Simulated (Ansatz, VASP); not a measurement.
BeCdCu3: VASP beside Ansatz

The input INCAR:

```
SYSTEM = BeCdCu3
  PREC = Accurate
  ENCUT = 520
  EDIFF = 1E-6
  ISMEAR = 0
  SIGMA = 0.1
  LREAL = .False.
  LASPH = .True.
  NELM = 100
  ALGO = Normal
  ISIF = 2
  LWAVE = .False.
  LCHARG = .False.
  GGA = PE
  NBANDS = 32
```

The input KPOINTS:

```
regular mesh
0
Gamma
  10 10 10
  0 0 0
```

The input POSCAR:

```
BeCdCu3
1.0
    4.1271783277      0.0000000000      0.0000000000
    0.0000000000      4.1271783277      0.0000000000
    0.0000000000      0.0000000000      4.1271783277
Be Cd Cu
1 1 3
Direct
    0.5000000000      0.5000000000      0.5000000000
    0.0000000000      0.0000000000      0.0000000000
    0.0000000000      0.5000000000      0.5000000000
    0.5000000000      0.0000000000      0.5000000000
    0.5000000000      0.5000000000      0.0000000000
```

Input for Ansatz:

```yaml
crystal:
  lattice:
    - [4.1271783277, 0.0, 0.0]
    - [0.0, 4.1271783277, 0.0]
    - [0.0, 0.0, 4.1271783277]
  atoms:
    - { symbol: Be, position: [0.5, 0.5, 0.5] }
    - { symbol: Cd, position: [0.0, 0.0, 0.0] }
    - { symbol: Cu, position: [0.0, 0.5, 0.5] }
    - { symbol: Cu, position: [0.5, 0.0, 0.5] }
    - { symbol: Cu, position: [0.5, 0.5, 0.0] }
basis:
  ecutwfc: 420
kpoints:
  mp_grid: { grid: [10, 10, 10] }
  band_path:
    path:
      - [[0.0, 0.0, 0.0], [0.0, 0.5, 0.0], [0.5, 0.5, 0.0], [0.0, 0.0, 0.0], [0.5, 0.5, 0.5], [0.0, 0.5, 0.0]]
      - [[0.5, 0.5, 0.5], [0.5, 0.5, 0.0]]
    npoints: 14
hamiltonian:
  xc: pbe
scf:
  occupations: { method: gaussian, width: 0.1 }
  n_extra_bands: 12
output:
  forces: true
  stress: true
  eigenvalues: true
  populations: true
  dos: { projected: true, de: 0.02, nscf_kmesh: { grid: [12, 12, 12] } }
  bader: true
  write_density: true
  write_potential: true
  elf: true
  volumetric_format: npy
```

Alike in both runs: task single point; functional PBE; k mesh 10 × 10 × 10; occupations gaussian, width 0.1 eV; no spin polarisation.

|  | VASP | Ansatz |
| --- | --- | --- |
| version | VASP 6.6.1 | Ansatz 0.2.0 |
| potentials or method | VASP PAW PBE potentials, release 64 (Be, Cd, Cu), cutoff 520 eV | scalar-relativistic, plane waves, PAW |
| valence electrons in the cell | 47 | 79 |

Ansatz gave:

| Property | Result |
| --- | --- |
| gap on the k mesh at the Fermi level (eV) | none |
| pressure (GPa) | 0.0 |

Task: Estimate VASP's values.

Result: gap on the k mesh at the Fermi level (eV): none; pressure (GPa): 0.3.

A gap of «none» marks a metal or a gap that the smearing closes. With one functional, cell and mesh, what is left measures potentials, basis and numerics. VASP's potentials hold 47 valence electrons a cell and Ansatz's 79, so a difference there can come from the potentials and not from the codes.
